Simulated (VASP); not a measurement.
# LiH (Fm-3m) in VASP: further runs, part 2 of 2

VASP 6.6.1. The steps go on from the part before.

## (3) Single point, LDA

INCAR

```
SYSTEM = LiH
  PREC = Accurate
  ENCUT = 750
  EDIFF = 1E-6
  ISMEAR = 0
  SIGMA = 0.01
  LREAL = .False.
  LASPH = .True.
  NELM = 120
  ALGO = Normal
  ISIF = 2
  LWAVE = .False.
  LCHARG = .False.
  GGA = CA
  NBANDS = 9
  GGA_COMPAT = .False.
```

KPOINTS

```
Automatic mesh
0
Gamma
  4 4 4
  0 0 0
```

POSCAR

```
LiH
1.0
    0.0000000000      2.0029948411      2.0029948411
    2.0029948411      0.0000000000      2.0029948411
    2.0029948411      2.0029948411      0.0000000000
Li H
1 1
Direct
    0.0000000000      0.0000000000      0.0000000000
    0.5000000000      0.5000000000      0.5000000000
```

Potentials or basis: VASP PAW LDA potentials, release 64 (Li_sv, H).

The run is started by

```bash
> cat potpaw_LDA.64/Li_sv/POTCAR potpaw_LDA.64/H/POTCAR > POTCAR
> mpirun -np 1 vasp_std > vasp.out
```

OUTCAR:

```text
SYSTEM = LiH
   PREC = Accurate
   ENCUT = 750
   EDIFF = 1E-6
   ISMEAR = 0
   LREAL = .False.
   LASPH = .True.
   NELM = 120
   ISIF = 2
   GGA = CA

 ion  position               nearest neighbor table
   1  0.000  0.000  0.000-
   2  0.500  0.500  0.500-

  LATTYP: Found a face centered cubic cell.
 ALAT       =     4.0059896822

  Lattice vectors:

 A1 = (   0.0000000000,   2.0029948411,   2.0029948411)
 A2 = (   2.0029948411,   0.0000000000,   2.0029948411)
 A3 = (   2.0029948411,   2.0029948411,   0.0000000000)

Analysis of symmetry for initial positions (statically):
=====================================================================
 Subroutine PRICEL returns:
 Original cell was already a primitive cell.

 Routine SETGRP: Setting up the symmetry group for a
 face centered cubic supercell.

 Subroutine GETGRP returns: Found 48 space group operations
 (whereof 48 operations were pure point group operations)
 out of a pool of 48 trial point group operations.

The static configuration has the point symmetry O_h .

Analysis of symmetry for dynamics (positions and initial velocities):
=====================================================================
 Subroutine PRICEL returns:
 Original cell was already a primitive cell.

 Routine SETGRP: Setting up the symmetry group for a
 face centered cubic supercell.

 Subroutine GETGRP returns: Found 48 space group operations
 (whereof 48 operations were pure point group operations)
 out of a pool of 48 trial point group operations.

The dynamic configuration has the point symmetry O_h .

 Subroutine INISYM returns: Found 48 space group operations
 (whereof 48 operations are pure point group operations),
 and found     1 'primitive' translations

----------------------------------------------------------------------------------------

                                     Primitive cell

  volume of cell :      16.0720

  direct lattice vectors                    reciprocal lattice vectors
     0.000000000  2.002994841  2.002994841    -0.249626205  0.249626205  0.249626205
     2.002994841  0.000000000  2.002994841     0.249626205 -0.249626205  0.249626205
     2.002994841  2.002994841  0.000000000     0.249626205  0.249626205 -0.249626205

  length of vectors
     2.832662470  2.832662470  2.832662470     0.432365269  0.432365269  0.432365269

  position of ions in fractional coordinates (direct lattice)
     0.000000000  0.000000000  0.000000000
     0.500000000  0.500000000  0.500000000

  ion indices of the primitive-cell ions
   primitive index   ion index
                 1           1
                 2           2

----------------------------------------------------------------------------------------

 KPOINTS: Automatic mesh

Automatic generation of k-mesh.
 Grid dimensions read from file:
 generate k-points for:    4    4    4

 Generating k-lattice:

  Cartesian coordinates                     Fractional coordinates (reciprocal lattice)
    -0.062406551  0.062406551  0.062406551     0.250000000  0.000000000  0.000000000
     0.062406551 -0.062406551  0.062406551     0.000000000  0.250000000  0.000000000
     0.062406551  0.062406551 -0.062406551     0.000000000  0.000000000  0.250000000

  Length of vectors
     0.108091317  0.108091317  0.108091317

  Shift w.r.t. Gamma in fractional coordinates (k-lattice)
     0.000000000  0.000000000  0.000000000

 Subroutine IBZKPT returns following result:
 ===========================================

 Found      8 irreducible k-points:

 Following reciprocal coordinates:
            Coordinates               Weight
  0.000000  0.000000  0.000000      1.000000
  0.250000  0.000000  0.000000      8.000000
  0.500000  0.000000  0.000000      4.000000
  0.250000  0.250000  0.000000      6.000000
  0.500000  0.250000  0.000000     24.000000
 -0.250000  0.250000  0.000000     12.000000
  0.500000  0.500000  0.000000      3.000000
 -0.250000  0.500000  0.250000      6.000000
   k-points           NKPTS =      8   k-points in BZ     NKDIM =      8   number of bands    NBANDS=      9
   number of dos      NEDOS =    301   number of ions     NIONS =      2
   total plane-waves  NPLWV =  21952
   dimension x,y,z NGX =    28 NGY =   28 NGZ =   28
   dimension x,y,z NGXF=    56 NGYF=   56 NGZF=   56
   ions per type =               1   1
   NGX,Y,Z   is equivalent  to a cutoff of  16.43, 16.43, 16.43 a.u.
   NGXF,Y,Z  is equivalent  to a cutoff of  32.87, 32.87, 32.87 a.u.
 SYSTEM =  LiH
   PREC   = accura    normal or accurate (medium, high low for compatibility)
   ISTART =      0    job   : 0-new  1-cont  2-samecut
   ICHARG =      2    charge: 1-file 2-atom 10-const
   ISPIN  =      1    spin polarized calculation?
   LNONCOLLINEAR =      F non collinear calculations
   LSORBIT =      F    spin-orbit coupling
   LASPH  =      T    aspherical Exc in radial PAW
   ENCUT  =  750.0 eV  55.12 Ry    7.42 a.u.   6.33  6.33  6.33*2*pi/ulx,y,z
   NELM   =    120;   NELMIN=  2; NELMDL= -5     # of ELM steps
   EDIFF  = 0.1E-05   stopping-criterion for ELM
   LREAL  =      F    real-space projection
   EDIFFG = 0.1E-04   stopping-criterion for IOM
   NSW    =      0    number of steps for IOM
   IBRION =     -1    ionic relax: 0-MD 1-quasi-New 2-CG
   NFREE  =      0    steps in history (QN), initial steepest desc. (CG)
   ISIF   =      2    stress and relaxation
   ISYM   =      2    0-nonsym 1-usesym 2-fastsym
   POTIM  = 0.5000    time-step for ionic-motion
   TEBEG  =    0.0;   TEEND  =   0.0 temperature during run
   PSTRESS=    0.0 pullay stress
   NELECT =       4.0000    total number of electrons
   NUPDOWN=      -1.0000    fix difference up-down
   EMIN   =  10.00;   EMAX   =-10.00  energy-range for DOS
   EFERMI =   0.00;   METHOD = LEGACY
   ISMEAR =     0;   SIGMA  =   0.01  broadening in eV -4-tet -1-fermi 0-gaus
   EFERMI_NEDOS =   21; number of points for ismear=-14 and -15
   IALGO  =     38    algorithm
   IMIX   =      4    mixing-type and parameters
     AMIX     =   0.40;   BMIX     =  1.00
     AMIX_MAG =   1.60;   BMIX_MAG =  1.00
  volume/ion in A,a.u.               =       8.04        54.23
  Fermi-wavevector in a.u.,A,eV,Ry     =   1.029765  1.945975 14.427849  1.060417
  Thomas-Fermi vector in A             =   2.163830
   LORBIT       =      0    0 simple, 1 ext, 2 COOP (PROOUT), +10 PAW based schemes
   GGA     = CA    functional components
   LHFCALC =     F    Hartree Fock is set to
   AEXX    =    0.0000 exact exchange contribution
   IVDW    =     0    specifies the selected vdW correction
   LEPSILON=     F    determine dielectric tensor
   LRPA    =     F    only Hartree local field effects (RPA)
 non-spin polarized calculation
 Gauss-broadening in eV      SIGMA  =   0.01
  energy-cutoff  :      750.00
  volume of cell :       16.07
 maximum number of plane-waves:       754
 NGX is ok and might be reduce to    28
   NGX = 13   NGY = 13   NGZ = 13

 number of electron       4.0000001 magnetization

 Free energy of the ion-electron system (eV)
  ---------------------------------------------------
  ext. energy  EPLUGINS =         0.00000000
  ---------------------------------------------------
  free energy    TOTEN  =        -6.46799908 eV

  energy without entropy =       -6.46799908  energy(sigma->0) =       -6.46799908

 E-fermi :   0.3907     XC(G=0):  -8.8070

 val. band max:        0.2340369629   @ k =   0.5000   0.5000   0.0000
 cond. band min:       2.8234427923   @ k =   0.5000   0.5000   0.0000
 fundamental gap:      2.5894058294
 Fermi energy:         0.3906527227

 k-point     1 :       0.0000    0.0000    0.0000
  band No.  band energies     occupation
      1     -43.2549      2.00000
      2      -5.3463      2.00000
      3      16.3750      0.00000
      4      17.6374      0.00000
      5      17.6374      0.00000
      6      17.6374      0.00000
      7      22.4769      0.00000
      8      22.4769      0.00000
      9      22.4769      0.00000
[... 73 lines left out ...]
 k-point     8 :      -0.2500    0.5000    0.2500
  band No.  band energies     occupation
      1     -43.1859      2.00000
      2      -0.0247      2.00000
      3       5.1096      0.00000
      4       5.1096      0.00000
      5      11.7138      0.00000
      6      17.4789      0.00000
      7      23.9897      0.00000
      8      23.9897      0.00000
      9      27.8933      0.00000

------------------------ aborting loop because EDIFF is reached ----------------------------------------

  FORCE on cell =-STRESS in cart. coord.  units (eV):
  Direction    XX          YY          ZZ          XY          YZ          ZX
  --------------------------------------------------------------------------------------
  -------------------------------------------------------------------------------------
  Total       -0.2360898     -0.2360898     -0.2360898      0.0000000     -0.0000000     -0.0000000
  in kB      -23.5352205    -23.5352205    -23.5352205      0.0000000     -0.0000000     -0.0000000
  external PRESSURE =     -23.5352205 kB  Pullay stress =       0.0000000 kB

 VOLUME and BASIS-vectors are now :
 -----------------------------------------------------------------------------
  energy-cutoff  :      750.00
  volume of cell :       16.07
      direct lattice vectors                 reciprocal lattice vectors
     0.000000000  2.002994841  2.002994841    -0.249626205  0.249626205  0.249626205
     2.002994841  0.000000000  2.002994841     0.249626205 -0.249626205  0.249626205
     2.002994841  2.002994841  0.000000000     0.249626205  0.249626205 -0.249626205

 POSITION                                       TOTAL-FORCE (eV/Angst)
 -----------------------------------------------------------------------------------
      0.00000      0.00000      0.00000         0.000000      0.000000      0.000000
      2.00299      2.00299      2.00299        -0.000000     -0.000000     -0.000000
 -----------------------------------------------------------------------------------
    total drift:                                0.000000      0.000000      0.000000

  FREE ENERGIE OF THE ION-ELECTRON SYSTEM (eV)
  ---------------------------------------------------
  free  energy   TOTEN  =        -6.4679990846 eV

  energy  without entropy=       -6.4679990846  energy(sigma->0) =       -6.46799908
```

OSZICAR:

```text
N       E                     dE             d eps       ncg     rms          rms(c)
DAV:   1    -0.769471171783E+00   -0.76947E+00   -0.25702E+03   144   0.605E+02
DAV:   2    -0.664191693868E+01   -0.58724E+01   -0.58634E+01   208   0.654E+01
DAV:   3    -0.672842739390E+01   -0.86510E-01   -0.86453E-01   165   0.678E+00
DAV:   4    -0.672949098575E+01   -0.10636E-02   -0.10635E-02   180   0.724E-01
DAV:   5    -0.672949872560E+01   -0.77399E-05   -0.77398E-05   181   0.399E-02    0.284E+00
DAV:   6    -0.653381445319E+01    0.19568E+00   -0.16538E-01   153   0.120E+00    0.140E+00
DAV:   7    -0.646729109276E+01    0.66523E-01   -0.19986E-01   171   0.147E+00    0.206E-01
DAV:   8    -0.646805605562E+01   -0.76496E-03   -0.31338E-03   156   0.396E-01    0.427E-02
DAV:   9    -0.646799914599E+01    0.56910E-04   -0.18156E-04   162   0.539E-02    0.475E-03
DAV:  10    -0.646799908464E+01    0.61350E-07   -0.56631E-06   187   0.197E-02
   1 F= -.64679991E+01 E0= -.64679991E+01  d E =-.787881-110
```

Run time: 3.6 s. Hardware: 1 thread of Intel Xeon 8259CL, shared host; peak memory 0.12 GiB.

What came out:

* Free energy: -6.4680 eV
* Pressure: -2.4 GPa
* Band gap on the k mesh: 2.59 eV

Caveat: the k points lie up to 0.68 Å⁻¹ apart.
